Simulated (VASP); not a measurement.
## TaN: single point with r2SCAN

The system is TaN.

```
Ta N
1.0
     0.00000    2.17900    2.17900
     2.17900    0.00000    2.17900
     2.17900    2.17900    0.00000
Ta N
1 1
Direct
  0.50000 0.50000 0.50000
  0.02295 0.02295 0.97705
```

This cell differs from its parent crystal: all N atoms moved -0.100 Å, as atom 2 towards its neighbour atom 1 (Ta) at 2.179 Å.

* Program: VASP 6.6.1
* Task: single point
* Functional: r2SCAN
* Potentials or basis: VASP PAW PBE potentials, release 64 (Ta_sv_GW, N)
* Cutoff: 770 eV
* k mesh: 18 × 18 × 18
* Occupations: gaussian, width 0.15 eV
* Spin: no spin polarisation

```
Pressure               : 11.7 GPa
Largest force          : 0.960 eV/Å
Band gap on the k mesh : zero (bands 9 and 10 overlap by 3.91 eV)
```

Forces in eV/Å, atoms in the order of the input:
```
Ta   0.000  0.000  0.960
N    0.000  0.000 -0.960
```

Stress tensor (GPa, compression positive):
```
 9.89  0.00  0.00
 0.00  9.89  0.00
 0.00  0.00 15.30
```

Levels at points of the mesh, in eV from the Fermi level:
| k point | band 6 | band 7 | band 8 | band 9 | band 10 | band 11 | band 12 | band 13 |
| --- | --- | --- | --- | --- | --- | --- | --- | --- |
| (0.00, 0.00, 0.00) | -4.49 | -4.49 | -4.47 | -2.21 | -1.91 | -1.91 | 0.20 | 0.52 |
| (0.50, 0.00, 0.00) | -11.03 | -8.17 | -8.15 | 1.97 | 2.06 | 2.15 | 4.07 | 7.94 |
| (0.50, 0.50, 0.00) | -7.11 | -5.79 | -5.07 | -5.07 | 2.38 | 3.73 | 3.73 | 4.86 |
| (0.00, 0.50, 0.50) | -7.15 | -6.33 | -5.11 | -4.47 | 2.44 | 3.74 | 3.74 | 4.98 |

Wall time 39 min on 1 thread of AMD EPYC 7R43 64-Core Processor (Zen 3), on a shared host, peak memory 0.39 GiB.

Caveat: the cell differs from its parent crystal (all N atoms moved -0.100 Å, as atom 2 towards its neighbour atom 1 (Ta) at 2.179 Å); the stress differs along the axes, from 10 to 15 GPa; the PAW data sets were made with another functional, which shifts forces and pressure a little; spin-orbit coupling is left out, which moves the levels of the heavy elements.
